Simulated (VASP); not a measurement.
# Pd (Immm) in VASP: notebook, part 2 of 2

VASP 6.6.1.

## (4) Single point, PBE (strain +0.0100 x Voigt [0, 0, 0, 0, 1, 0])

Contents of INCAR:

```
SYSTEM = Pd
PREC     = Accurate       ! precision mode
ENCUT    = 520            ! plane-wave cutoff, eV
EDIFF    = 1E-6           ! SCF threshold, eV
ISMEAR   = 0              ! smearing method
SIGMA    = 0.15           ! smearing width, eV
LREAL    = .FALSE.        ! projectors in reciprocal space
LASPH    = .TRUE.         ! aspherical terms in the spheres
NELM     = 80             ! most SCF steps
ALGO     = Fast           ! electronic algorithm
ISIF     = 2              ! what is computed and relaxed
LWAVE    = .FALSE.        ! write WAVECAR
LCHARG   = .FALSE.        ! write CHGCAR
GGA      = PE             ! functional
NBANDS   = 11             ! bands
```

Contents of KPOINTS:

```
Automatic mesh
0
G
  20 20 20
  0 0 0
```

Contents of POSCAR:

```
Pd
1.0
    0.0097245000      1.9449000000      1.9449000000
    1.9546245000      0.0000000000      1.9546245000
    1.9449000000      1.9449000000      0.0097245000
Pd
1
Direct
    0.0000000000      0.0000000000      0.0000000000
```

Potentials or basis: VASP PAW PBE potentials, release 64 (Pd).

Started as:

```console
$ cat potpaw_PBE.64/Pd/POTCAR > POTCAR
$ mpirun -np 1 vasp_std > vasp.out
```

OUTCAR:

```text
SYSTEM = Pd
   PREC = Accurate
   ENCUT = 520
   EDIFF = 1E-6
   ISMEAR = 0
   LREAL = .FALSE.
   LASPH = .TRUE.
   NELM = 80
   ISIF = 2
   GGA = PE

 ion  position               nearest neighbor table
   1  0.000  0.000  0.000-

  LATTYP: Found a body centered orthorhombic cell.
 ALAT       =     2.7367514377
 B/A-ratio  =     1.0100502513
 C/A-ratio  =     1.4213201632

  Lattice vectors:

 A1 = (   0.0097245000,  -1.9449000000,   1.9449000000)
 A2 = (  -0.0097245000,  -1.9449000000,  -1.9449000000)
 A3 = (   1.9449000000,   1.9449000000,   0.0097245000)

Analysis of symmetry for initial positions (statically):
=====================================================================
 Subroutine PRICEL returns:
 Original cell was already a primitive cell.

 Routine SETGRP: Setting up the symmetry group for a
 body centered orthorhombic supercell.

 Subroutine GETGRP returns: Found  8 space group operations
 (whereof  8 operations were pure point group operations)
 out of a pool of  8 trial point group operations.

The static configuration has the point symmetry D_2h.

Analysis of symmetry for dynamics (positions and initial velocities):
=====================================================================
 Subroutine PRICEL returns:
 Original cell was already a primitive cell.

 Routine SETGRP: Setting up the symmetry group for a
 body centered orthorhombic supercell.

 Subroutine GETGRP returns: Found  8 space group operations
 (whereof  8 operations were pure point group operations)
 out of a pool of  8 trial point group operations.

The dynamic configuration has the point symmetry D_2h.

 Subroutine INISYM returns: Found  8 space group operations
 (whereof  8 operations are pure point group operations),
 and found     1 'primitive' translations

----------------------------------------------------------------------------------------

[... 114 lines left out ...]
   LORBIT       =      0    0 simple, 1 ext, 2 COOP (PROOUT), +10 PAW based schemes
   GGA     = PE    functional components
   LHFCALC =     F    Hartree Fock is set to
   AEXX    =    0.0000 exact exchange contribution
   IVDW    =     0    specifies the selected vdW correction
   LEPSILON=     F    determine dielectric tensor
   LRPA    =     F    only Hartree local field effects (RPA)
 non-spin polarized calculation
 RMM-DIIS sequential band-by-band and
 Gauss-broadening in eV      SIGMA  =   0.15
  energy-cutoff  :      520.00
  volume of cell :       14.71
 maximum number of plane-waves:       407
   NGX = 11   NGY = 11   NGZ = 11

 number of electron      10.0000000 magnetization

 Free energy of the ion-electron system (eV)
  ---------------------------------------------------
  ext. energy  EPLUGINS =         0.00000000
  ---------------------------------------------------
  free energy    TOTEN  =        -5.21602448 eV

  energy without entropy =       -5.18893065  energy(sigma->0) =       -5.20247757

 E-fermi :   9.8179     XC(G=0): -13.2018

 val. band max:        9.8167955480   @ k =  -0.4000   0.0000   0.4000
 cond. band min:       9.8196400719   @ k =   0.1000  -0.4000   0.1000
 fundamental gap:      0.0028445239
 Fermi energy:         9.8178884421

 k-point     1 :       0.0000    0.0000    0.0000
  band No.  band energies     occupation
      1       2.6663      2.00000
      2       6.9243      2.00000
      3       6.9667      2.00000
      4       7.0155      2.00000
      5       8.5864      2.00000
      6       8.5873      2.00000
      7      27.0178      0.00000
      8      31.6456      0.00000
      9      31.8137      0.00000
     10      31.9792      0.00000
     11      36.8618      0.00000
[... 309 lines left out ...]
 k-point    24 :      -0.4000    0.0500   -0.0000
  band No.  band energies     occupation
      1       4.6212      2.00000
      2       6.9102      2.00000
      3       7.0492      2.00000
      4       9.0507      2.00000
      5       9.5218      1.99475
      6      10.5629      0.00000
      7      18.6365      0.00000
      8      26.6318      0.00000
      9      30.4654      0.00000
     10      31.6726      0.00000
     11      36.9110      0.00000

 [... further k-points ...]

------------------------ aborting loop because EDIFF is reached ----------------------------------------

  FORCE on cell =-STRESS in cart. coord.  units (eV):
  Direction    XX          YY          ZZ          XY          YZ          ZX
  --------------------------------------------------------------------------------------
  -------------------------------------------------------------------------------------
  Total        0.6802794      0.6761741      0.6802794      0.0000000      0.0000000     -0.0740534
  in kB       74.0776070     73.6305627     74.0776070      0.0000000      0.0000000     -8.0638870
  external PRESSURE =      73.9285922 kB  Pullay stress =       0.0000000 kB

 VOLUME and BASIS-vectors are now :
 -----------------------------------------------------------------------------
  energy-cutoff  :      520.00
  volume of cell :       14.71
      direct lattice vectors                 reciprocal lattice vectors
     0.009724500  1.944900000  1.944900000    -0.258374499  0.257082626  0.258374499
     1.954624500  0.000000000  1.954624500     0.255803608 -0.257082626  0.255803608
     1.944900000  1.944900000  0.009724500     0.258374499  0.257082626 -0.258374499

 POSITION                                       TOTAL-FORCE (eV/Angst)
 -----------------------------------------------------------------------------------
      0.00000      0.00000      0.00000        -0.000000      0.000000     -0.000000
 -----------------------------------------------------------------------------------
    total drift:                               -0.000000      0.000000     -0.000000

  FREE ENERGIE OF THE ION-ELECTRON SYSTEM (eV)
  ---------------------------------------------------
  free  energy   TOTEN  =        -5.2160244793 eV

  energy  without entropy=       -5.1889306537  energy(sigma->0) =       -5.20247757
```

OSZICAR:

```text
N       E                     dE             d eps       ncg     rms          rms(c)
DAV:   1     0.426580581569E+02    0.42658E+02   -0.52002E+03 25855   0.855E+02
DAV:   2    -0.493350714487E+01   -0.47592E+02   -0.46107E+02 28875   0.183E+02
DAV:   3    -0.549732673407E+01   -0.56382E+00   -0.56128E+00 30919   0.213E+01
DAV:   4    -0.549983315763E+01   -0.25064E-02   -0.25061E-02 31247   0.149E+00
DAV:   5    -0.549986005541E+01   -0.26898E-04   -0.26897E-04 33752   0.139E-01    0.782E+00
RMM:   6    -0.523092765906E+01    0.26893E+00   -0.36115E-01 27022   0.560E+00    0.383E+00
RMM:   7    -0.521971207837E+01    0.11216E-01   -0.84010E-03 30263   0.105E+00    0.201E+00
RMM:   8    -0.521603689443E+01    0.36752E-02   -0.13517E-03 30301   0.338E-01    0.119E-01
RMM:   9    -0.521601692488E+01    0.19970E-04   -0.16185E-04 34109   0.113E-01    0.334E-02
RMM:  10    -0.521602338380E+01   -0.64589E-05   -0.39087E-05 33222   0.481E-02    0.451E-03
RMM:  11    -0.521602423343E+01   -0.84963E-06   -0.12787E-05 33499   0.241E-02    0.526E-03
RMM:  12    -0.521602447930E+01   -0.24586E-06   -0.26832E-06 26880   0.113E-02
   1 F= -.52160245E+01 E0= -.52024776E+01  d E =-.270938E-01
```

It took 2.1 min on 1 thread of Intel Xeon Platinum 8488C (Sapphire Rapids), shared host; peak memory 0.29 GiB.

Results:

```yaml
Free_energy: -5.2160 eV
Pressure: 7.4 GPa
Band_gap_on_the_k_mesh: zero (band 5 reaches 10.12 eV, above the bottom of band 6 at 8.50 eV)
```

Stress tensor (GPa, compression positive):
```
 7.41  0.00 -0.81
 0.00  7.36  0.00
-0.81  0.00  7.41
```

Caveat: the cell differs from its parent crystal (strain +0.0100 x Voigt [0, 0, 0, 0, 1, 0]).

## (5) The runs side by side

```tsv
cell	further INCAR settings	gap on the mesh (eV)	pressure (GPa)
a = 2.751, b = 2.792 Å, angles 59.5, 59.0, 59.5°, 1 atom	ALGO = Fast; EDIFF = 1e-07; NBANDS = 11	none	7.5
a = 2.751, b = 2.723 Å, angles 60.3, 60.7, 60.3°, 1 atom	ALGO = Fast; EDIFF = 1e-06; NBANDS = 11	none	7.5
a = 2.751, b = 2.764 Å, angles 59.8, 59.7, 59.8°, 1 atom	ALGO = Fast; EDIFF = 1e-06; NBANDS = 11	none	7.4
```

Alike in all rows: task single point; level PBE; potentials or basis VASP PAW PBE potentials, release 64 (Pd); no spin polarisation; k mesh 20 × 20 × 20; cutoff (eV) 520; smearing gaussian 0.15 eV.

Total energies depend on the potentials used, so only differences within one code and one set of settings carry meaning.
